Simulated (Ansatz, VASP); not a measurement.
## One calculation of Mg, two programs

```
Mg
1.0
    -1.63608    1.63608    1.84948
     1.63608   -1.63608    1.84948
     1.63608    1.63608   -1.84948
Mg
1
Direct
  0.00000 0.00000 0.00000
```

Change from the starting cell: strain -0.080 along x and y, +0.040 along z, atoms carried along.

Alike in both runs: task single point; functional PBEsol; k mesh 24 × 24 × 24; occupations gaussian, width 0.15 eV; no spin polarisation.

|  | VASP | Ansatz |
| --- | --- | --- |
| version | VASP 6.6.1 | Ansatz 0.2.0 |
| potentials or method | VASP PAW PBE potentials, release 64 (Mg), cutoff 520 eV | scalar-relativistic, plane waves, PAW |
| valence electrons in the cell | 2 | 10 |

Ansatz gave:

```
gap on the k mesh at the Fermi level (eV)                     : none
pressure (GPa)                                                : 6.1
traceless stress, the component that is largest in VASP (GPa) : 0.30
```

Q: Which values does VASP return?

A: gap on the k mesh at the Fermi level (eV): none; pressure (GPa): 6.1; traceless stress, the component that is largest in VASP (GPa): 0.29.

VASP's potentials were made for PBE, not for PBEsol. A gap of «none» marks a metal or a gap that the smearing closes. With one functional, cell and mesh, what is left measures potentials, basis and numerics. VASP's potentials hold 2 valence electrons a cell and Ansatz's 10, so a difference there can come from the potentials and not from the codes.
